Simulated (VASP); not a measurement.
# Ti3B (Fm-3m) in VASP: notebook

Ti3B is run at these levels: PBEsol; tasks: relaxation of cell and atoms.

Program: VASP 6.6.1. These are calculated values, not measurements. Logs are shortened: lines on timing, memory, paths and dates and some standing lists are left out, and cuts for length are marked.

**1. The cell of the first run**

It takes space group Fm-3m (No. 225, cubic). Conventional cell: a = 5.932 Å, b = 5.932 Å, c = 5.932 Å, α = 90.00°, β = 90.00°, γ = 90.00°. B (site symmetry m-3m) has 14 Ti at 2.57 to 2.97 Å within 3.4 Å. Ti (site symmetry m-3m) has 8 Ti at 2.57 Å and 6 B at 2.97 Å within 3.4 Å. Ti (site symmetry -43m) has 4 B at 2.57 Å and 10 Ti at 2.57 to 2.97 Å within 3.4 Å.

**2. Relaxation of cell and atoms, PBEsol**

INCAR reads:

```
SYSTEM = Ti3B
ALGO = Normal ; EDIFF = 1E-7
EDIFFG = -0.01 ; ENCUT = 600
GGA = PS ; IBRION = 2
ISIF = 3 ; ISMEAR = 1
LASPH = .TRUE. ; LCHARG = .FALSE.
LREAL = .FALSE. ; LWAVE = .FALSE.
NELM = 100 ; NSW = 80
PREC = Accurate ; SIGMA = 0.1
```

KPOINTS reads:

```
k-points
0
G
  7 7 7
  0 0 0
```

POSCAR reads:

```
Ti3B
1.0
    0.0000000000      2.9658973635      2.9658973635
    2.9658973635      0.0000000000      2.9658973635
    2.9658973635      2.9658973635      0.0000000000
B Ti
1 3
Direct
    0.0000000000      0.0000000000      0.0000000000
    0.5000000000      0.5000000000      0.5000000000
    0.2500000000      0.2500000000      0.2500000000
    0.7500000000      0.7500000000      0.7500000000
```

Potentials or basis: VASP PAW PBE potentials, release 64 (B, Ti_sv).

The run is started by

```sh
cat potpaw_PBE.64/B/POTCAR potpaw_PBE.64/Ti_sv/POTCAR > POTCAR
mpirun -np 1 vasp_std > vasp.out
```

OUTCAR:

```text
SYSTEM = Ti3B
   EDIFF = 1E-7
   EDIFFG = -0.01
   ENCUT = 600
   GGA = PS
   IBRION = 2
   ISIF = 3
   ISMEAR = 1
   LASPH = .TRUE.
   LREAL = .FALSE.
   NELM = 100
   NSW = 80
   PREC = Accurate

 ion  position               nearest neighbor table
   1  0.000  0.000  0.000-
   2  0.500  0.500  0.500-   3 2.57   3 2.57   3 2.57   3 2.57   4 2.57   4 2.57   4 2.57   4 2.57

   3  0.250  0.250  0.250-   2 2.57   2 2.57   2 2.57   2 2.57
   4  0.750  0.750  0.750-   2 2.57   2 2.57   2 2.57   2 2.57

  LATTYP: Found a face centered cubic cell.
 ALAT       =     5.9317947270

  Lattice vectors:

 A1 = (   0.0000000000,   2.9658973635,   2.9658973635)
 A2 = (   2.9658973635,   0.0000000000,   2.9658973635)
 A3 = (   2.9658973635,   2.9658973635,   0.0000000000)

Analysis of symmetry for initial positions (statically):
=====================================================================
 Subroutine PRICEL returns:
 Original cell was already a primitive cell.

 Routine SETGRP: Setting up the symmetry group for a
 face centered cubic supercell.

 Subroutine GETGRP returns: Found 48 space group operations
 (whereof 48 operations were pure point group operations)
 out of a pool of 48 trial point group operations.

The static configuration has the point symmetry O_h .

Analysis of symmetry for dynamics (positions and initial velocities):
=====================================================================
 Subroutine PRICEL returns:
 Original cell was already a primitive cell.

 Routine SETGRP: Setting up the symmetry group for a
 face centered cubic supercell.

 Subroutine GETGRP returns: Found 48 space group operations
 (whereof 48 operations were pure point group operations)
 out of a pool of 48 trial point group operations.

The dynamic configuration has the point symmetry O_h .

 Subroutine INISYM returns: Found 48 space group operations
 (whereof 48 operations are pure point group operations),
 and found     1 'primitive' translations

----------------------------------------------------------------------------------------

                                     Primitive cell

  volume of cell :      52.1793

  direct lattice vectors                    reciprocal lattice vectors
     0.000000000  2.965897363  2.965897363    -0.168583042  0.168583042  0.168583042
     2.965897363  0.000000000  2.965897363     0.168583042 -0.168583042  0.168583042
[... 74 lines left out ...]
 SYSTEM =  Ti3B
   PREC   = accura    normal or accurate (medium, high low for compatibility)
   ISTART =      0    job   : 0-new  1-cont  2-samecut
   ICHARG =      2    charge: 1-file 2-atom 10-const
   ISPIN  =      1    spin polarized calculation?
   LNONCOLLINEAR =      F non collinear calculations
   LSORBIT =      F    spin-orbit coupling
   LASPH  =      T    aspherical Exc in radial PAW
   ENCUT  =  600.0 eV  44.10 Ry    6.64 a.u.   8.38  8.38  8.38*2*pi/ulx,y,z
   NELM   =    100;   NELMIN=  2; NELMDL= -5     # of ELM steps
   EDIFF  = 0.1E-06   stopping-criterion for ELM
   LREAL  =      F    real-space projection
   EDIFFG = -.1E-01   stopping-criterion for IOM
   NSW    =     80    number of steps for IOM
   IBRION =      2    ionic relax: 0-MD 1-quasi-New 2-CG
   NFREE  =      1    steps in history (QN), initial steepest desc. (CG)
   ISIF   =      3    stress and relaxation
   ISYM   =      2    0-nonsym 1-usesym 2-fastsym
   POTIM  = 0.5000    time-step for ionic-motion
   TEBEG  =    0.0;   TEEND  =   0.0 temperature during run
   PSTRESS=    0.0 pullay stress
   NELECT =      39.0000    total number of electrons
   NUPDOWN=      -1.0000    fix difference up-down
   EMIN   =  10.00;   EMAX   =-10.00  energy-range for DOS
   EFERMI =   0.00;   METHOD = LEGACY
   ISMEAR =     1;   SIGMA  =   0.10  broadening in eV -4-tet -1-fermi 0-gaus
   EFERMI_NEDOS =   21; number of points for ismear=-14 and -15
   IALGO  =     38    algorithm
   IMIX   =      4    mixing-type and parameters
     AMIX     =   0.40;   BMIX     =  1.00
     AMIX_MAG =   1.60;   BMIX_MAG =  1.00
  volume/ion in A,a.u.               =      13.04        88.03
  Fermi-wavevector in a.u.,A,eV,Ry     =   1.485697  2.807560 30.032080  2.207296
  Thomas-Fermi vector in A             =   2.599076
   LORBIT       =      0    0 simple, 1 ext, 2 COOP (PROOUT), +10 PAW based schemes
   GGA     = PS    functional components
   LHFCALC =     F    Hartree Fock is set to
   AEXX    =    0.0000 exact exchange contribution
   IVDW    =     0    specifies the selected vdW correction
   LEPSILON=     F    determine dielectric tensor
   LRPA    =     F    only Hartree local field effects (RPA)
 conjugate gradient relaxation of ions
 non-spin polarized calculation
 Methfessel and Paxton  Order N= 1 SIGMA  =   0.10
  energy-cutoff  :      600.00
  volume of cell :       52.18
 maximum number of plane-waves:      1807
 NGX is ok and might be reduce to    36
   NGX = 17   NGY = 17   NGZ = 17

--------------------------------------- Ionic step        1  -------------------------------------------

 number of electron      38.9999996 magnetization

 Free energy of the ion-electron system (eV)
  ---------------------------------------------------
  ext. energy  EPLUGINS =         0.00000000
  ---------------------------------------------------
  free energy    TOTEN  =       -31.45123950 eV

  energy without entropy =      -31.45205242  energy(sigma->0) =      -31.45151048

------------------------ aborting loop because EDIFF is reached ----------------------------------------

  FORCE on cell =-STRESS in cart. coord.  units (eV):
  Direction    XX          YY          ZZ          XY          YZ          ZX
  --------------------------------------------------------------------------------------
  -------------------------------------------------------------------------------------
  Total       -0.0711264     -0.0711264     -0.0711264      0.0000000      0.0000000     -0.0000000
  in kB       -2.1839520     -2.1839520     -2.1839520      0.0000000      0.0000000     -0.0000000
  external PRESSURE =      -2.1839520 kB  Pullay stress =       0.0000000 kB
[... 63 lines left out ...]
--------------------------------------- Ionic step        3  -------------------------------------------

 number of electron      38.9999996 magnetization

 Free energy of the ion-electron system (eV)
  ---------------------------------------------------
  ext. energy  EPLUGINS =         0.00000000
  ---------------------------------------------------
  free energy    TOTEN  =       -31.45129790 eV

  energy without entropy =      -31.45210029  energy(sigma->0) =      -31.45156536

 E-fermi :   9.2324     XC(G=0): -12.3419

 val. band max:        9.2322503196   @ k =   0.1429   0.0000   0.0000
 cond. band min:       9.2795984408   @ k =   0.1429   0.0000   0.0000
 fundamental gap:      0.0473481212
 Fermi energy:         9.2323573693

 k-point     1 :       0.0000    0.0000    0.0000
  band No.  band energies     occupation
      1     -46.9628      2.00000
      2     -46.7526      2.00000
      3     -46.3366      2.00000
      4     -23.3864      2.00000
      5     -23.3864      2.00000
      6     -23.3864      2.00000
[... 540 lines left out ...]
  FREE ENERGIE OF THE ION-ELECTRON SYSTEM (eV)
  ---------------------------------------------------
  free  energy   TOTEN  =       -31.4512979000 eV

  energy  without entropy=      -31.4521002945  energy(sigma->0) =      -31.45156536

 reached required accuracy - stopping structural energy minimisation
```

CONTCAR:

```text
Ti3B
   1.00000000000000
    -0.0000000000000000    2.9643228696816077    2.9643228696816077
     2.9643228696816077    0.0000000000000000    2.9643228696816077
     2.9643228696816077    2.9643228696816077    0.0000000000000000
  B               Ti
     1     3
Direct
     0.0000000000000000    0.0000000000000000    0.0000000000000000
     0.5000000000000000    0.5000000000000000    0.5000000000000000
     0.2500000000000000    0.2500000000000000    0.2500000000000000
     0.7500000000000000    0.7500000000000000    0.7500000000000000

  0.00000000E+00  0.00000000E+00  0.00000000E+00
  0.00000000E+00  0.00000000E+00  0.00000000E+00
  0.00000000E+00  0.00000000E+00  0.00000000E+00
  0.00000000E+00  0.00000000E+00  0.00000000E+00
```

Run time: 44 s. Hardware: 1 thread of Intel Xeon 6975P-C (Granite Rapids), shared host; peak memory 0.22 GiB.

What came out:

- Free energy: -31.4513 eV
- Relaxed volume: 13.02 Å³/atom
- Relaxed cell: a = 4.192 Å, b = 4.192 Å, c = 4.192 Å, α = 60.00°, β = 60.00°, γ = 60.00°
- Space group after relaxing (to 0.1 Å): Fm-3m (No. 225)
- Energy gained by relaxing: 0.0 meV/atom
- Ionic steps: 3
- Pressure after relaxing: 0.0 GPa
- Band gap on the k mesh: zero (an odd number of electrons rules out a gap without spin polarisation)

Final structure:
```
B Ti
1.0
     0.00000    2.96432    2.96432
     2.96432    0.00000    2.96432
     2.96432    2.96432    0.00000
B Ti
1 3
Direct
  0.00000 0.00000 0.00000
  0.50000 0.50000 0.50000
  0.25000 0.25000 0.25000
  0.75000 0.75000 0.75000
```

Caveat: the PAW data sets were made with another functional, which shifts forces and pressure a little.

**3. Relaxation of cell and atoms, PBEsol**

This run uses another cell than the first one, of 11.03 Å³/atom.

INCAR reads:

```
  PREC = Accurate
  ENCUT = 500
  EDIFF = 1E-7
  ISMEAR = 1
  SIGMA = 0.1
  LREAL = F
  LASPH = T
  NELM = 120
  ALGO = Normal
  ISIF = 3
  LWAVE = F
  LCHARG = F
  GGA = PS
  IBRION = 2
  NSW = 80
  EDIFFG = -0.01
  GGA_COMPAT = F
  NELMIN = 4
```

KPOINTS reads:

```
Automatic mesh
0
Gamma
  7 7 7
```

POSCAR reads:

```
Ti3B
1.0
    0.0000000000      2.8050000000      2.8050000000
    2.8050000000      0.0000000000      2.8050000000
    2.8050000000      2.8050000000      0.0000000000
B Ti
1 3
Direct
    0.0000000000      0.0000000000      0.0000000000
    0.5000000000      0.5000000000      0.5000000000
    0.2500000000      0.2500000000      0.2500000000
    0.7500000000      0.7500000000      0.7500000000
```

Potentials or basis: VASP PAW PBE potentials, release 64 (B, Ti_sv).

The run is started by

```sh
cat potpaw_PBE.64/B/POTCAR potpaw_PBE.64/Ti_sv/POTCAR > POTCAR
mpirun -np 1 vasp_std > vasp.out
```

OUTCAR:

```text
PREC = Accurate
   ENCUT = 500
   EDIFF = 1E-7
   ISMEAR = 1
   LREAL = F
   LASPH = T
   NELM = 120
   ISIF = 3
   GGA = PS
   IBRION = 2
   NSW = 80
   EDIFFG = -0.01
   NELMIN = 4

 ion  position               nearest neighbor table
   1  0.000  0.000  0.000-   3 2.43   4 2.43   4 2.43   4 2.43   4 2.43   3 2.43   3 2.43   3 2.43

   2  0.500  0.500  0.500-   3 2.43   4 2.43   3 2.43   3 2.43   3 2.43   4 2.43   4 2.43   4 2.43

   3  0.250  0.250  0.250-   1 2.43   2 2.43   1 2.43   1 2.43   1 2.43   2 2.43   2 2.43   2 2.43
                             4 2.81   4 2.81   4 2.81   4 2.81   4 2.81   4 2.81
   4  0.750  0.750  0.750-   1 2.43   2 2.43   2 2.43   2 2.43   2 2.43   1 2.43   1 2.43   1 2.43
                             3 2.81   3 2.81   3 2.81   3 2.81   3 2.81   3 2.81

  LATTYP: Found a face centered cubic cell.
 ALAT       =     5.6100000000

  Lattice vectors:

 A1 = (   0.0000000000,   2.8050000000,   2.8050000000)
 A2 = (   2.8050000000,   0.0000000000,   2.8050000000)
 A3 = (   2.8050000000,   2.8050000000,   0.0000000000)

Analysis of symmetry for initial positions (statically):
=====================================================================
 Subroutine PRICEL returns:
 Original cell was already a primitive cell.

 Routine SETGRP: Setting up the symmetry group for a
 face centered cubic supercell.

 Subroutine GETGRP returns: Found 48 space group operations
[... 150 lines left out ...]
  energy-cutoff  :      500.00
  volume of cell :       44.14
 maximum number of plane-waves:      1139
 NGX is ok and might be reduce to    30
   NGX = 15   NGY = 15   NGZ = 15

--------------------------------------- Ionic step        1  -------------------------------------------

 number of electron      39.0000017 magnetization

 Free energy of the ion-electron system (eV)
  ---------------------------------------------------
  ext. energy  EPLUGINS =         0.00000000
  ---------------------------------------------------
  free energy    TOTEN  =       -30.74022678 eV

  energy without entropy =      -30.74336056  energy(sigma->0) =      -30.74127138

 E-fermi :  11.2057     XC(G=0): -13.1835

 val. band max:       11.1945119631   @ k =   0.2857   0.0000   0.0000
 cond. band min:      11.2474144927   @ k =   0.2857   0.1429   0.0000
 fundamental gap:      0.0529025295
 Fermi energy:        11.2057213296

 k-point     1 :       0.0000    0.0000    0.0000
  band No.  band energies     occupation
      1     -44.8616      2.00000
      2     -44.3741      2.00000
      3     -43.9700      2.00000
      4     -21.3397      2.00000
      5     -21.3397      2.00000
      6     -21.3397      2.00000
[... 622 lines left out ...]
--------------------------------------- Ionic step        4  -------------------------------------------

 number of electron      39.0000017 magnetization

 Free energy of the ion-electron system (eV)
  ---------------------------------------------------
  ext. energy  EPLUGINS =         0.00000000
  ---------------------------------------------------
  free energy    TOTEN  =       -31.43694641 eV

  energy without entropy =      -31.43774247  energy(sigma->0) =      -31.43721176

 E-fermi :   9.2672     XC(G=0): -12.3572

 val. band max:        9.2660414679   @ k =   0.2857   0.1429   0.0000
 cond. band min:       9.2687604180   @ k =   0.1429   0.0000   0.0000
 fundamental gap:      0.0027189501
 Fermi energy:         9.2672440966

 k-point     1 :       0.0000    0.0000    0.0000
  band No.  band energies     occupation
      1     -46.9224      2.00000
      2     -46.7080      2.00000
      3     -46.2918      2.00000
      4     -23.3483      2.00000
      5     -23.3483      2.00000
      6     -23.3483      2.00000
[... 540 lines left out ...]
  FREE ENERGIE OF THE ION-ELECTRON SYSTEM (eV)
  ---------------------------------------------------
  free  energy   TOTEN  =       -31.4369464062 eV

  energy  without entropy=      -31.4377424738  energy(sigma->0) =      -31.43721176

 reached required accuracy - stopping structural energy minimisation
```

It took 96 s on 1 thread of Intel Xeon Platinum 8488C (Sapphire Rapids), shared host; peak memory 0.17 GiB.

What came out:

```
Free energy                           : -31.4369 eV
Relaxed volume                        : 12.98 Å³/atom
Relaxed cell                          : a = 4.188 Å, b = 4.188 Å, c = 4.188 Å, α = 60.00°, β = 60.00°, γ = 60.00°
Space group after relaxing (to 0.1 Å) : Fm-3m (No. 225)
Energy gained by relaxing             : 174.2 meV/atom
Ionic steps                           : 4
Pressure after relaxing               : 0.1 GPa
Band gap on the k mesh                : zero (an odd number of electrons rules out a gap without spin polarisation)
```

Step by step:
```
step  energy change (eV)  largest force (eV/Å)  pressure (GPa)  volume (Å³)
   1              0.0000                0.0000           32.36        44.14
   2             -0.2467                0.0000          -16.15        59.96
   3             -0.6966                0.0000           -0.37        52.11
   4             -0.6967                0.0000            0.12        51.94
```

Final structure:
```
B Ti
1.0
     0.00000    2.96133    2.96133
     2.96133    0.00000    2.96133
     2.96133    2.96133    0.00000
B Ti
1 3
Direct
  0.00000 0.00000 0.00000
  0.50000 0.50000 0.50000
  0.25000 0.25000 0.25000
  0.75000 0.75000 0.75000
```

Caveat: the volume moved by over 15 % at a fixed basis, so the end points are rough; the PAW data sets were made with another functional, which shifts forces and pressure a little.
